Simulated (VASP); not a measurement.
Wanted: the native input for a VASP 6.6.1 run.

```yaml
Task: relaxation of cell and atoms
Functional: PBE
Potentials_or_basis: VASP PAW PBE potentials, release 64 (Na_pv, H)
Cutoff: 500 eV
k_mesh: 4 × 4 × 4
Occupations: gaussian, width 0.1 eV
Spin: no spin polarisation
Dipole_correction: no
Further_INCAR_settings: ALGO = Normal; EDIFF = 1e-07; IBRION = 2; EDIFFG = -0.04; NSW = 90; ISIF = 3
```

The structure of NaH6 lies in POSCAR:

```
NaH6
1.0
    4.0881611800      0.0000000000      0.0000000000
    0.0000000000      4.0881611800      0.0000000000
    0.0000000000      0.0000000000      4.0881611800
Na H
1 6
Direct
    0.0000000000      0.0000000000      0.0000000000
    0.2070000000      0.5000000000      0.5000000000
    0.5000000000      0.2070000000      0.5000000000
    0.7930000000      0.5000000000      0.5000000000
    0.5000000000      0.7930000000      0.5000000000
    0.5000000000      0.5000000000      0.2070000000
    0.5000000000      0.5000000000      0.7930000000
```

The cell was built from a structure type or drawn by symmetry, and may not be a known phase.

One way to write it, as run:

INCAR

```
  PREC = Accurate
  ENCUT = 500
  EDIFF = 1E-7
  ISMEAR = 0
  SIGMA = 0.1
  LREAL = F
  LASPH = T
  NELM = 120
  ALGO = Normal
  ISIF = 3
  LWAVE = F
  LCHARG = F
  GGA = PE
  IBRION = 2
  NSW = 90
  EDIFFG = -0.04
  GGA_COMPAT = F
  NELMIN = 4
```

KPOINTS

```
regular mesh
0
Gamma
  4 4 4
```

Potentials or basis: VASP PAW PBE potentials, release 64 (Na_pv, H).

Command:

```sh
$ cat potpaw_PBE.64/Na_pv/POTCAR potpaw_PBE.64/H/POTCAR > POTCAR
$ mpirun -np 1 vasp_std > vasp.out
```

It gave:

```
Relaxed volume                        : 8.03 Å³/atom
Relaxed cell                          : a = 3.831 Å, b = 3.831 Å, c = 3.831 Å, α = 90.00°, β = 90.00°, γ = 90.00°
Space group after relaxing (to 0.1 Å) : Pm-3m (No. 221)
Pressure after relaxing               : 0.0 GPa
Largest force after relaxing          : 0.008 eV/Å
Band gap on the k mesh                : zero (an odd number of electrons rules out a gap without spin polarisation)
```

Caveat: the k points lie up to 0.41 Å⁻¹ apart in the final cell, too coarse for converged energies and pressures of a metal; the volume moved by over 15 % at a fixed basis, so the end points are rough.

Run time: 3.6 min on 1 thread of Intel Xeon 8259CL, with other jobs on the host, peak memory 0.17 GiB.
